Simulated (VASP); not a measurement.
Input of a VASP 6.6.1 run:

Contents of INCAR:

```
PREC = Accurate ; ENCUT = 520
EDIFF = 1E-6 ; ISMEAR = 0
SIGMA = 0.1 ; LREAL = False
LASPH = True ; NELM = 100
ALGO = Normal ; ISIF = 2
LWAVE = False ; LCHARG = False
GGA = PS ; NBANDS = 20
```

File KPOINTS:

```
regular mesh
0
Gamma
  15 15 8
```

Contents of POSCAR:

```
Ta2C
1.0
    3.2312238301      0.0000000000      0.0000000000
   -1.6156119150      2.7983219222      0.0000000000
    0.0000000000      0.0000000000      5.0717912400
Ta C
2 1
Direct
    0.3333333333      0.6666666667      0.1901091796
    0.6666666667      0.3333333333      0.8098908204
    0.0000000000      0.0000000000      0.0000000000
```

Potentials or basis: VASP PAW PBE potentials, release 64 (Ta_pv, C).

Run with:

```console
$ cat potpaw_PBE.64/Ta_pv/POTCAR potpaw_PBE.64/C/POTCAR > POTCAR
$ mpirun -np 1 vasp_std > vasp.out
```

Q: What does it give for the largest force?

A: 5.127 eV/Å.

Q: What does it give for the band gap on the k mesh?

A: Zero (band 13 reaches 5.68 eV, above the bottom of band 14 at 5.07 eV).

Q: What does it give for the pressure?

A: 12.5 GPa.

Forces on the atoms (eV/Å):
```
Ta   0.000  0.000  5.127
Ta   0.000  0.000 -5.127
C    0.000  0.000  0.000
```

Caveat: the cell differs from its parent crystal (strained); the PAW data sets were made with another functional, which shifts forces and pressure a little; spin-orbit coupling is left out, which moves the levels of the heavy elements.
